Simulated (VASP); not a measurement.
A run of VASP 6.6.1 is set up as follows.

The input INCAR:

```
PREC = Accurate
ENCUT = 520
EDIFF = 1E-6
ISMEAR = 0
SIGMA = 0.15
LREAL = F
LASPH = T
NELM = 80
ALGO = Normal
ISIF = 2
LWAVE = F
LCHARG = F
GGA = PE
NBANDS = 12
```

The input KPOINTS:

```
regular mesh
0
Gamma
  20 20 20
```

Contents of POSCAR:

```
Ta
1.0
   -1.6265108000      1.6265108000      1.6760492000
    1.6265108000     -1.6265108000      1.6760492000
    1.6265108000      1.6265108000     -1.6760492000
Ta
1
Direct
    0.0000000000      0.0000000000      0.0000000000
```

Potentials or basis: VASP PAW PBE potentials, release 64 (Ta_pv).

Launch:

```bash
$ cat potpaw_PBE.64/Ta_pv/POTCAR > POTCAR
$ mpirun -np 1 vasp_std > vasp.out
```

Question: Predict the pressure.

Answer: 6.6 GPa.

Stress tensor (GPa, compression positive):
```
7.86 0.00 0.00
0.00 7.86 0.00
0.00 0.00 4.18
```

Caveat: the cell differs from its parent crystal (strain -0.015 along x and y, +0.015 along z).
